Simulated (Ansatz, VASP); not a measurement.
# One calculation of C, two programs

The input INCAR:

```
SYSTEM = C
ALGO = Normal ; EDIFF = 1E-6
ENCUT = 520 ; GGA = PS
ISIF = 2 ; ISMEAR = 0
LASPH = .TRUE. ; LCHARG = .FALSE.
LREAL = .FALSE. ; LWAVE = .FALSE.
NBANDS = 11 ; NELM = 80
PREC = Accurate ; SIGMA = 0.01
```

KPOINTS

```
k-points
0
G
  12 12 12
  0 0 0
```

Contents of POSCAR:

```
C
1.0
    0.0000000000      1.7649787203      1.7649787203
    1.7649787203      0.0000000000      1.7649787203
    1.7649787203      1.7649787203      0.0000000000
C
2
Direct
    0.5000000000      0.5000000000      0.5000000000
    0.7500000000      0.7500000000      0.7500000000
```

Input for Ansatz:

```yaml
crystal:
  lattice:
    - [0.0, 1.7649787203, 1.7649787203]
    - [1.7649787203, 0.0, 1.7649787203]
    - [1.7649787203, 1.7649787203, 0.0]
  atoms:
    - { symbol: C, position: [0.5, 0.5, 0.5] }
    - { symbol: C, position: [0.75, 0.75, 0.75] }
basis:
  ecutwfc: 420
kpoints:
  mp_grid: { grid: [12, 12, 12] }
hamiltonian:
  xc: pbesol
scf:
  occupations: { method: fixed }
output:
  forces: true
  stress: true
  eigenvalues: true
```

Alike in both runs: task single point; functional PBEsol; k mesh 12 × 12 × 12; no spin polarisation.

```csv
,VASP,Ansatz
version,VASP 6.6.1,Ansatz 0.2.0
potentials or method,"VASP PAW PBE potentials, release 64 (C), cutoff 520 eV","scalar-relativistic, plane waves, PAW"
occupations,"gaussian, width 0.01 eV",fixed
valence electrons in the cell,8,8
```

VASP gave:

| Quantity | Value |
| --- | --- |
| gap on the k mesh at the Fermi level (eV) | 4.11 |
| least direct gap on the mesh (eV) | 5.62 |
| pressure (GPa) | 10.6 |

Q: Which values does Ansatz return?

A: gap on the k mesh at the Fermi level (eV): 4.11; least direct gap on the mesh (eV): 5.63; pressure (GPa): 9.4.

VASP's potentials were made for PBE, not for PBEsol.
